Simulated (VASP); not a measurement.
Sr:

```
Sr
1.0
     3.93273    0.00000    0.00000
     0.00000    3.93273    0.00000
     0.00000    0.00000    3.93273
Sr
1
Direct
  0.00000 0.00000 0.00000
```

This isn't the form of Sr at room conditions, which is fcc.

| Property | Result |
| --- | --- |
| Program | VASP 6.6.1 |
| Task | relaxation of cell and atoms |
| Functional | PBEsol |
| Potentials or basis | VASP PAW PBE potentials, release 64 (Sr_sv) |
| Cutoff | 600 eV |
| k mesh | 8 × 8 × 8 |
| Occupations | fermi-dirac, width 0.1 eV |
| Spin | no spin polarisation |

At the start: pressure -0.7 GPa; volume 60.82 Å³/atom.

How do energy, volume and symmetry change on relaxing?

Over 4 steps the energy falls by 16.3 meV/atom and the volume is 54.21 Å³/atom (-10.9 %); space group Pm-3m (No. 221, to 0.1 Å) before and after.

The path:
| step | energy change (eV) | largest force (eV/Å) | pressure (GPa) | volume (Å³) |
| --- | --- | --- | --- | --- |
| 1 | 0.0000 | 0.0000 | -0.75 | 60.82 |
| 2 | -0.0097 | 0.0000 | -0.50 | 58.36 |
| 3 | -0.0161 | 0.0000 | -0.10 | 54.96 |
| 4 | -0.0163 | 0.0000 | 0.00 | 54.21 |

Final structure:
```
Sr
1.0
     3.78459    0.00000    0.00000
     0.00000    3.78459    0.00000
     0.00000    0.00000    3.78459
Sr
1
Direct
  0.00000 0.00000 0.00000
```

Caveat: the PAW data sets were made with another functional, which shifts forces and pressure a little.
